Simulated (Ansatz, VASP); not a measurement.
**Two plane-wave programs on Cu**

The input INCAR:

```
PREC     = Accurate       # precision mode
ENCUT    = 520            # plane-wave cutoff, eV
EDIFF    = 1E-6           # SCF threshold, eV
ISMEAR   = 0              # smearing method
SIGMA    = 0.15           # smearing width, eV
LREAL    = False          # projectors in reciprocal space
LASPH    = True           # aspherical terms in the spheres
NELM     = 60             # most SCF steps
ALGO     = Fast           # electronic algorithm
ISIF     = 2              # what is computed and relaxed
LWAVE    = False          # write WAVECAR
LCHARG   = False          # write CHGCAR
GGA      = PE             # functional
NBANDS   = 18             # bands
```

The input KPOINTS:

```
Automatic mesh
0
Gamma
  21 21 12
```

File POSCAR:

```
Cu
1.0
    2.4160450956      0.0000000000      0.0000000000
   -1.2080225478      2.0923564294      0.0000000000
    0.0000000000      0.0000000000      4.4508382751
Cu
2
Direct
    0.3333333333      0.6666666667      0.2500000000
    0.6666666667      0.3333333333      0.7500000000
```

Input for Ansatz:

```yaml
crystal:
  lattice:
    - [2.4160450956, 0.0, 0.0]
    - [-1.2080225478, 2.0923564294, 0.0]
    - [0.0, 0.0, 4.4508382751]
  atoms:
    - { symbol: Cu, position: [0.3333333333, 0.6666666667, 0.25] }
    - { symbol: Cu, position: [0.6666666667, 0.3333333333, 0.75] }
basis:
  ecutwfc: 520.0
kpoints:
  mp_grid: { grid: [21, 21, 12] }
hamiltonian:
  xc: pbe
scf:
  occupations: { method: gaussian, width: 0.15 }
output:
  forces: true
  stress: true
  eigenvalues: true
```

Alike in both runs: task single point; functional PBE; k mesh 21 × 21 × 12; occupations gaussian, width 0.15 eV; no spin polarisation.

|  | VASP | Ansatz |
| --- | --- | --- |
| version | VASP 6.6.1 | Ansatz 0.2.0 |
| potentials or method | VASP PAW PBE potentials, release 64 (Cu), cutoff 520 eV | scalar-relativistic, plane waves, PAW |
| valence electrons in the cell | 22 | 38 |

|  | VASP | Ansatz | Ansatz less VASP |
| --- | --- | --- | --- |
| gap on the k mesh at the Fermi level (eV) | none | none | - |
| pressure (GPa) | 13.7 | 13.1 | -0.59 |
| traceless stress, the component that is largest in VASP (GPa) | -17.84 | -17.82 | +0.019 |

A gap of «none» marks a metal or a gap that the smearing closes. The functional is the same, so the differences come from potentials, cutoffs and numerics. VASP's potentials hold 22 valence electrons a cell and Ansatz's 38, so a difference there can come from the potentials and not from the codes.
